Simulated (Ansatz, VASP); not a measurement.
Te in VASP and in Ansatz

```
CELL_PARAMETERS angstrom
0.00000 3.63813 3.63813
3.63813 0.00000 3.63813
3.63813 3.63813 0.00000
ATOMIC_POSITIONS crystal
Te 0.12500 0.12500 0.12500
Te 0.87500 0.87500 0.87500
```

Alike in both runs: task single point; functional RPBE; k mesh 9 × 9 × 9; occupations fermi-dirac, width 0.1 eV; no spin polarisation.

```csv
,VASP,Ansatz
version,VASP 6.6.1,Ansatz 0.2.0
potentials or method,"VASP PAW PBE potentials, release 64 (Te), cutoff 520 eV","plane waves (420 eV) with PAW, scalar-relativistic"
valence electrons in the cell,12,32
```

```tsv
	VASP	Ansatz	Ansatz less VASP
pressure (GPa)	0.0	0.0	+0.04
```

VASP's potentials were made for PBE, not for RPBE. VASP's potentials hold 12 valence electrons a cell and Ansatz's 32, so a difference there can come from the potentials and not from the codes.

Neither program's run includes spin-orbit coupling.
